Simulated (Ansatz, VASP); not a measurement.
Two plane-wave programs on Al

```
CELL_PARAMETERS angstrom
6.36410 0.00000 0.00000
0.00000 6.36410 0.00000
0.00000 0.00000 2.73654
ATOMIC_POSITIONS crystal
Al 0.20761 0.50000 0.00000
Al 0.79239 0.50000 0.00000
Al 0.50000 0.20761 0.00000
Al 0.50000 0.79239 0.00000
```

Alike in both runs: task relaxation of cell and atoms; functional PBE; k mesh 8 × 8 × 16; occupations gaussian, width 0.1 eV; no spin polarisation.

```csv
,VASP,Ansatz
version,VASP 6.6.1,Ansatz 0.2.0
potentials or method,"VASP PAW PBE potentials, release 64 (Al), cutoff 600 eV","scalar-relativistic, plane waves, PAW"
valence electrons in the cell,12,12
```

```tsv
	VASP	Ansatz	Ansatz less VASP
gap on the k mesh at the Fermi level, each at its own relaxed structure (eV)	none	none	-
relaxed volume (Å³/atom)	27.68	27.67	-0.013
relaxed cell length with the largest relative difference (Å)	2.718	2.716	-0.0021
```

A gap of «none» marks a metal or a gap that the smearing closes.
